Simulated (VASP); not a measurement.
# SnO2 (Fm-3m) in VASP: notebook

The runs below take SnO2 through single point, with PBE, r2SCAN.

Program: VASP 6.6.1. These are calculated values, not measurements. Logs are shortened: lines on timing, memory, paths and dates and some standing lists are left out, and cuts for length are marked.

## Step 1: The cell of the first run

Symmetry: Fm-3m, No. 225, cubic system. The conventional cell has a = 5.067 Å, b = 5.067 Å, c = 5.067 Å, α = 90.00°, β = 90.00°, γ = 90.00°. Sn (site symmetry m-3m) has 8 O at 2.19 Å within 2.9 Å. Within 2.9 Å of O (site symmetry -43m) lie 4 Sn at 2.19 Å and 6 O at 2.53 Å.

## Step 2: Single point, PBE

File INCAR:

```
SYSTEM = SnO2
PREC     = Accurate       ! precision mode
ENCUT    = 520            ! plane-wave cutoff, eV
EDIFF    = 1E-7           ! SCF threshold, eV
ISMEAR   = 0              ! smearing method
SIGMA    = 0.01           ! smearing width, eV
LREAL    = .FALSE.        ! projectors in reciprocal space
LASPH    = .TRUE.         ! aspherical terms in the spheres
NELM     = 80             ! most SCF steps
ALGO     = Normal         ! electronic algorithm
ISIF     = 2              ! what is computed and relaxed
LWAVE    = .FALSE.        ! write WAVECAR
LCHARG   = .FALSE.        ! write CHGCAR
GGA      = PE             ! functional
NBANDS   = 20             ! bands
```

File KPOINTS:

```
Automatic mesh
0
G
  6 6 6
  0 0 0
```

File POSCAR:

```
SnO2
1.0
    0.0000000000      2.5334669705      2.5334669705
    2.5334669705      0.0000000000      2.5334669705
    2.5334669705      2.5334669705      0.0000000000
Sn O
1 2
Direct
    0.0000000000      0.0000000000      0.0000000000
    0.2500000000      0.2500000000      0.2500000000
    0.7500000000      0.7500000000      0.7500000000
```

Potentials or basis: VASP PAW PBE potentials, release 64 (Sn_d, O).

The run is started by

```
$ cat potpaw_PBE.64/Sn_d/POTCAR potpaw_PBE.64/O/POTCAR > POTCAR
$ mpirun -np 1 vasp_std > vasp.out
```

OUTCAR:

```text
SYSTEM = SnO2
   PREC = Accurate
   ENCUT = 520
   EDIFF = 1E-7
   ISMEAR = 0
   LREAL = .FALSE.
   LASPH = .TRUE.
   NELM = 80
   ISIF = 2
   GGA = PE

 ion  position               nearest neighbor table
   1  0.000  0.000  0.000-   3 2.19   3 2.19   3 2.19   2 2.19   3 2.19   2 2.19   2 2.19   2 2.19

   2  0.250  0.250  0.250-   1 2.19   1 2.19   1 2.19   1 2.19
   3  0.750  0.750  0.750-   1 2.19   1 2.19   1 2.19   1 2.19

  LATTYP: Found a face centered cubic cell.
 ALAT       =     5.0669339410

  Lattice vectors:

 A1 = (   0.0000000000,   2.5334669705,   2.5334669705)
 A2 = (   2.5334669705,   0.0000000000,   2.5334669705)
 A3 = (   2.5334669705,   2.5334669705,   0.0000000000)

Analysis of symmetry for initial positions (statically):
=====================================================================
 Subroutine PRICEL returns:
 Original cell was already a primitive cell.

 Routine SETGRP: Setting up the symmetry group for a
 face centered cubic supercell.

 Subroutine GETGRP returns: Found 48 space group operations
 (whereof 48 operations were pure point group operations)
 out of a pool of 48 trial point group operations.

The static configuration has the point symmetry O_h .

Analysis of symmetry for dynamics (positions and initial velocities):
=====================================================================
 Subroutine PRICEL returns:
 Original cell was already a primitive cell.

 Routine SETGRP: Setting up the symmetry group for a
 face centered cubic supercell.

 Subroutine GETGRP returns: Found 48 space group operations
 (whereof 48 operations were pure point group operations)
 out of a pool of 48 trial point group operations.

The dynamic configuration has the point symmetry O_h .

 Subroutine INISYM returns: Found 48 space group operations
 (whereof 48 operations are pure point group operations),
 and found     1 'primitive' translations

----------------------------------------------------------------------------------------

                                     Primitive cell

  volume of cell :      32.5219

  direct lattice vectors                    reciprocal lattice vectors
     0.000000000  2.533466971  2.533466971    -0.197358010  0.197358010  0.197358010
     2.533466971  0.000000000  2.533466971     0.197358010 -0.197358010  0.197358010
[... 75 lines left out ...]
   LASPH  =      T    aspherical Exc in radial PAW
   ENCUT  =  520.0 eV  38.22 Ry    6.18 a.u.   6.66  6.66  6.66*2*pi/ulx,y,z
   NELM   =     80;   NELMIN=  2; NELMDL= -5     # of ELM steps
   EDIFF  = 0.1E-06   stopping-criterion for ELM
   LREAL  =      F    real-space projection
   EDIFFG = 0.1E-05   stopping-criterion for IOM
   NSW    =      0    number of steps for IOM
   IBRION =     -1    ionic relax: 0-MD 1-quasi-New 2-CG
   NFREE  =      0    steps in history (QN), initial steepest desc. (CG)
   ISIF   =      2    stress and relaxation
   ISYM   =      2    0-nonsym 1-usesym 2-fastsym
   POTIM  = 0.5000    time-step for ionic-motion
   TEBEG  =    0.0;   TEEND  =   0.0 temperature during run
   PSTRESS=    0.0 pullay stress
   NELECT =      26.0000    total number of electrons
   NUPDOWN=      -1.0000    fix difference up-down
   EMIN   =  10.00;   EMAX   =-10.00  energy-range for DOS
   EFERMI =   0.00;   METHOD = LEGACY
   ISMEAR =     0;   SIGMA  =   0.01  broadening in eV -4-tet -1-fermi 0-gaus
   EFERMI_NEDOS =   21; number of points for ismear=-14 and -15
   IALGO  =     38    algorithm
   IMIX   =      4    mixing-type and parameters
     AMIX     =   0.40;   BMIX     =  1.00
     AMIX_MAG =   1.60;   BMIX_MAG =  1.00
  volume/ion in A,a.u.               =      10.84        73.16
  Fermi-wavevector in a.u.,A,eV,Ry     =   1.519407  2.871262 31.410365  2.308597
  Thomas-Fermi vector in A             =   2.628397
   LORBIT       =      0    0 simple, 1 ext, 2 COOP (PROOUT), +10 PAW based schemes
   GGA     = PE    functional components
   LHFCALC =     F    Hartree Fock is set to
   AEXX    =    0.0000 exact exchange contribution
   IVDW    =     0    specifies the selected vdW correction
   LEPSILON=     F    determine dielectric tensor
   LRPA    =     F    only Hartree local field effects (RPA)
 non-spin polarized calculation
 Gauss-broadening in eV      SIGMA  =   0.01
  energy-cutoff  :      520.00
  volume of cell :       32.52
 maximum number of plane-waves:       899
 NGX is ok and might be reduce to    28
   NGX = 13   NGY = 13   NGZ = 13

 number of electron      25.9999988 magnetization

 Free energy of the ion-electron system (eV)
  ---------------------------------------------------
  ext. energy  EPLUGINS =         0.00000000
  ---------------------------------------------------
  free energy    TOTEN  =       -17.86580923 eV

  energy without entropy =      -17.86580923  energy(sigma->0) =      -17.86580923

 E-fermi :   8.0762     XC(G=0): -11.9232

 val. band max:        8.0200218920   @ k =  -0.3333   0.5000   0.1667
 cond. band min:       8.3179416116   @ k =   0.0000   0.0000   0.0000
 fundamental gap:      0.2979197196
 Fermi energy:         8.0761731865

 k-point     1 :       0.0000    0.0000    0.0000
  band No.  band energies     occupation
      1     -12.5282      2.00000
      2     -12.5282      2.00000
      3     -12.5282      2.00000
      4     -12.3703      2.00000
      5     -12.3703      2.00000
      6     -11.6953      2.00000
[... 357 lines left out ...]
     19      25.3694      0.00000
     20      26.1610      0.00000

------------------------ aborting loop because EDIFF is reached ----------------------------------------

  FORCE on cell =-STRESS in cart. coord.  units (eV):
  Direction    XX          YY          ZZ          XY          YZ          ZX
  --------------------------------------------------------------------------------------
  -------------------------------------------------------------------------------------
  Total        2.0230686      2.0230686      2.0230686      0.0000000     -0.0000000      0.0000000
  in kB       99.6656379     99.6656379     99.6656379      0.0000000     -0.0000000      0.0000000
  external PRESSURE =      99.6656379 kB  Pullay stress =       0.0000000 kB

 VOLUME and BASIS-vectors are now :
 -----------------------------------------------------------------------------
  energy-cutoff  :      520.00
  volume of cell :       32.52
      direct lattice vectors                 reciprocal lattice vectors
     0.000000000  2.533466971  2.533466971    -0.197358010  0.197358010  0.197358010
     2.533466971  0.000000000  2.533466971     0.197358010 -0.197358010  0.197358010
     2.533466971  2.533466971  0.000000000     0.197358010  0.197358010 -0.197358010

 POSITION                                       TOTAL-FORCE (eV/Angst)
 -----------------------------------------------------------------------------------
      0.00000      0.00000      0.00000        -0.000000      0.000000     -0.000000
      1.26673      1.26673      1.26673        -0.000000     -0.000000     -0.000000
      3.80020      3.80020      3.80020         0.000000      0.000000      0.000000
 -----------------------------------------------------------------------------------
    total drift:                               -0.000000     -0.000000      0.000000

  FREE ENERGIE OF THE ION-ELECTRON SYSTEM (eV)
  ---------------------------------------------------
  free  energy   TOTEN  =       -17.8658092297 eV

  energy  without entropy=      -17.8658092297  energy(sigma->0) =      -17.86580923
```

Run time: 8.2 s. Hardware: 1 thread of Intel Xeon 6975P-C (Granite Rapids), shared host; peak memory 0.15 GiB.

Results:

```
Free energy            : -17.8658 eV
Pressure               : 10.0 GPa
Band gap on the k mesh : 0.30 eV, indirect (least direct gap 1.68 eV)
```

Levels at points of the mesh, in eV from the valence-band top:
| k point | band 11 | band 12 | band 13 | band 14 | band 15 | band 16 |
| --- | --- | --- | --- | --- | --- | --- |
| (0.00, 0.00, 0.00) | -1.38 | -1.38 | -1.38 | 0.30 | 7.15 | 7.15 |
| (0.50, 0.00, 0.00) | -3.41 | -2.12 | -2.12 | 4.93 | 8.07 | 10.48 |
| (0.50, 0.50, 0.00) | -0.18 | -0.18 | -0.10 | 3.32 | 7.28 | 9.97 |

Caveat: spin-orbit coupling is left out, which moves the levels of the heavy elements. A k mesh can miss the band edges.

## Step 3: Single point, PBE

File INCAR:

```
ALGO = Normal
EDIFF = 1E-6
ENCUT = 520
GGA = PE
ISIF = 2
ISMEAR = 0
LASPH = T
LCHARG = T
LELF = T
LREAL = F
LVHAR = T
LWAVE = F
NBANDS = 20
NELM = 80
PREC = Accurate
SIGMA = 0.01
```

File KPOINTS:

```
k-points
0
Gamma
  6 6 6
```

POSCAR is that of step 2.

Potentials or basis: VASP PAW PBE potentials, release 64 (Sn_d, O).

The run is started by

```
$ cat potpaw_PBE.64/Sn_d/POTCAR potpaw_PBE.64/O/POTCAR > POTCAR
$ mpirun -np 1 vasp_std > vasp.out
```

It took 8.5 s on 1 thread of Intel Xeon 6975P-C (Granite Rapids), shared host; peak memory 0.15 GiB.

Results (log left out):

| Property | Result |
| --- | --- |
| Free energy | -17.8658 eV |
| Pressure | 10.0 GPa |
| Band gap on the k mesh | 0.30 eV, indirect (least direct gap 1.68 eV) |

Levels at points of the mesh, in eV from the valence-band top:
| k point | band 11 | band 12 | band 13 | band 14 | band 15 | band 16 |
| --- | --- | --- | --- | --- | --- | --- |
| (0.00, 0.00, 0.00) | -1.38 | -1.38 | -1.38 | 0.30 | 7.15 | 7.15 |
| (0.50, 0.00, 0.00) | -3.41 | -2.12 | -2.12 | 4.93 | 8.07 | 10.48 |
| (0.50, 0.50, 0.00) | -0.18 | -0.18 | -0.10 | 3.32 | 7.28 | 9.97 |

Caveat: spin-orbit coupling is left out, which moves the levels of the heavy elements.

## Step 4: Single point, r2SCAN

POSCAR is that of step 3.

File INCAR.step1:

```
SYSTEM = SnO2
PREC     = Accurate       ! precision mode
ENCUT    = 520            ! plane-wave cutoff, eV
ISMEAR   = 0              ! smearing method
SIGMA    = 0.01           ! smearing width, eV
LREAL    = .FALSE.        ! projectors in reciprocal space
LASPH    = .TRUE.         ! aspherical terms in the spheres
NELM     = 80             ! most SCF steps
NBANDS   = 20             ! bands
GGA      = PE             ! functional
ALGO     = Normal         ! electronic algorithm
EDIFF    = 1E-4           ! SCF threshold, eV
LWAVE    = .TRUE.         ! write WAVECAR
LCHARG   = .FALSE.        ! write CHGCAR
```

File INCAR.step2:

```
SYSTEM = SnO2
PREC     = Accurate       ! precision mode
ENCUT    = 520            ! plane-wave cutoff, eV
EDIFF    = 1E-6           ! SCF threshold, eV
ISMEAR   = 0              ! smearing method
SIGMA    = 0.01           ! smearing width, eV
LREAL    = .FALSE.        ! projectors in reciprocal space
LASPH    = .TRUE.         ! aspherical terms in the spheres
NELM     = 80             ! most SCF steps
ALGO     = Normal         ! electronic algorithm
ISIF     = 2              ! what is computed and relaxed
LWAVE    = .FALSE.        ! write WAVECAR
LCHARG   = .TRUE.         ! write CHGCAR
METAGGA  = R2SCAN         ! meta-GGA
LMIXTAU  = .TRUE.       
LELF     = .TRUE.         ! ELF
LVHAR    = .TRUE.       
NBANDS   = 20             ! bands
ISTART   = 1
```

File KPOINTS:

```
Automatic mesh
0
G
  6 6 6
  0 0 0
```

The run is started by

```
$ cat potpaw_PBE.64/Sn_d/POTCAR potpaw_PBE.64/O/POTCAR > POTCAR
$ cp INCAR.step1 INCAR
$ mpirun -np 1 vasp_std > vasp.out
$ cp INCAR.step2 INCAR
$ mpirun -np 1 vasp_std > vasp.out
```

Wall time 32 s (1 thread of Intel Xeon 6975P-C (Granite Rapids), shared host); peak memory 0.16 GiB.

The run converged. Its results:

```
Free energy            : -41.4807 eV
Pressure               : 1.4 GPa
Band gap on the k mesh : 0.88 eV, indirect (least direct gap 2.29 eV)
```

Levels at points of the mesh, in eV from the valence-band top:
| k point | band 10 | band 11 | band 12 | band 13 | band 14 | band 15 | band 16 | band 17 |
| --- | --- | --- | --- | --- | --- | --- | --- | --- |
| (0.00, 0.00, 0.00) | -3.01 | -1.42 | -1.42 | -1.42 | 0.88 | 7.91 | 7.91 | 7.91 |
| (0.50, 0.00, 0.00) | -3.46 | -3.46 | -2.18 | -2.18 | 5.56 | 8.64 | 11.42 | 11.42 |
| (0.50, 0.50, 0.00) | -5.63 | -0.19 | -0.19 | -0.11 | 3.87 | 8.12 | 10.50 | 13.39 |

Caveat: the PAW data sets were made with another functional, which shifts forces and pressure a little; spin-orbit coupling is left out, which moves the levels of the heavy elements.

## Step 5: Single point, PBE

File INCAR:

```
PREC = Accurate ; ENCUT = 520
EDIFF = 1E-7 ; ISMEAR = 0
SIGMA = 0.01 ; LREAL = False
LASPH = True ; NELM = 80
ALGO = Normal ; ISIF = 2
LWAVE = False ; LCHARG = True
GGA = PE ; LELF = True
LVHAR = True ; NBANDS = 20
```

File KPOINTS:

```
Automatic mesh
0
Gamma
  8 8 8
```

POSCAR is that of step 4.

The run is started by

```
$ cat potpaw_PBE.64/Sn_d/POTCAR potpaw_PBE.64/O/POTCAR > POTCAR
$ mpirun -np 1 vasp_std > vasp.out
```

It took 14 s on 1 thread of Intel Xeon 6975P-C (Granite Rapids), shared host; peak memory 0.16 GiB.

Results (log left out):

```yaml
Free_energy: -17.8669 eV
Pressure: 10.0 GPa
Band_gap_on_the_k_mesh: 0.28 eV, indirect (least direct gap 1.68 eV)
```

Levels at points of the mesh, in eV from the valence-band top:
```tsv
k point	band 10	band 11	band 12	band 13	band 14	band 15	band 16	band 17
(0.00, 0.00, 0.00)	-2.93	-1.40	-1.40	-1.40	0.28	7.13	7.13	7.13
(0.50, 0.00, 0.00)	-3.43	-3.43	-2.14	-2.14	4.91	8.05	10.46	10.46
(0.50, 0.50, 0.00)	-5.57	-0.20	-0.20	-0.12	3.30	7.26	9.95	12.32
```

Caveat: spin-orbit coupling is left out, which moves the levels of the heavy elements. A k mesh can miss the band edges.

## Step 6: The runs side by side

| level | k mesh | gap on the mesh (eV) | pressure (GPa) |
| --- | --- | --- | --- |
| PBE | 6 × 6 × 6 | 0.30 | 10.0 |
| r2SCAN | 6 × 6 × 6 | 0.88 | 1.4 |
| PBE | 8 × 8 × 8 | 0.28 | 10.0 |

Alike in all rows: task single point; potentials or basis VASP PAW PBE potentials, release 64 (Sn_d, O); no spin polarisation; cell as given; cutoff (eV) 520; smearing gaussian 0.01 eV.

On the cell as given the gap runs from 0.28 eV (PBE) to 0.88 eV (r2SCAN); the meshes differ, which moves gaps too. The pressure there spans 1.4 GPa (r2SCAN) to 10.0 GPa (PBE); a positive pressure means that this level wants a larger cell, a negative one a smaller.

Caveats: spin-orbit coupling is left out, which moves the levels of the heavy elements; the PAW data sets were made with another functional, which shifts forces and pressure a little (some runs).

Total energies depend on the potentials used, so only differences within one code and one set of settings carry meaning.
